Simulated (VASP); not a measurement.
Here is a VASP 6.6.1 calculation.

The input INCAR:

```
SYSTEM = SiO2
PREC     = Accurate       ! precision mode
ENCUT    = 600            ! plane-wave cutoff, eV
EDIFF    = 1E-6           ! SCF threshold, eV
ISMEAR   = -1             ! smearing method
SIGMA    = 0.02           ! smearing width, eV
LREAL    = .False.        ! projectors in reciprocal space
LASPH    = .True.         ! aspherical terms in the spheres
NELM     = 80             ! most SCF steps
ALGO     = Normal         ! electronic algorithm
ISIF     = 3              ! what is computed and relaxed
LWAVE    = .False.        ! write WAVECAR
LCHARG   = .False.        ! write CHGCAR
IBRION   = 2              ! ionic algorithm
NSW      = 80             ! ionic steps
EDIFFG   = -0.005         ! ionic threshold
```

Contents of KPOINTS:

```
Automatic mesh
0
Gamma
  6 6 8
  0 0 0
```

File POSCAR:

```
SiO2
1.0
    4.2357622434      0.0000000000      0.0000000000
    0.0000000000      4.2357622434      0.0000000000
    0.0000000000      0.0000000000      2.6904984944
Si O
2 4
Direct
    0.0000000000      0.0000000000      0.0000000000
    0.5000000000      0.5000000000      0.5000000000
    0.3069760396      0.3069760396      0.0000000000
    0.1930239604      0.8069760396      0.5000000000
    0.6930239604      0.6930239604      0.0000000000
    0.8069760396      0.1930239604      0.5000000000
```

Potentials or basis: VASP PAW LDA potentials, release 64 (Si, O).

Command:

```sh
$ cat potpaw_LDA.64/Si/POTCAR potpaw_LDA.64/O/POTCAR > POTCAR
$ mpirun -np 1 vasp_std > vasp.out
```

Question: Estimate the space group after relaxing (to 0.1 Å).

Answer: P4_2/mnm (No. 136).

Question: Estimate the relaxed volume.

Answer: 7.67 Å³/atom.

Question: Predict the relaxed cell.

Answer: a = 4.154 Å, b = 4.154 Å, c = 2.666 Å, α = 90.00°, β = 90.00°, γ = 90.00°.

The path:
```
step  energy change (eV)  largest force (eV/Å)  pressure (GPa)  volume (Å³)
   1              0.0000                0.0884          -13.43        48.27
   2              0.0742                0.8494           21.23        43.71
   3             -0.0889                0.2787           -0.36        46.26
   4             -0.0889                0.2870           -0.07        46.22
   5             -0.0980                0.0414            0.27        45.97
   6             -0.0980                0.0402            0.29        45.97
   7             -0.0986                0.0004           -0.31        46.03
   8             -0.0986                0.0085           -0.17        46.02
   9             -0.0986                0.0117            0.17        45.98
  10             -0.0986                0.0010            0.00        46.00
```

LDA usually gives volumes a few per cent too small. Zero-point motion and thermal expansion aren't in these numbers.
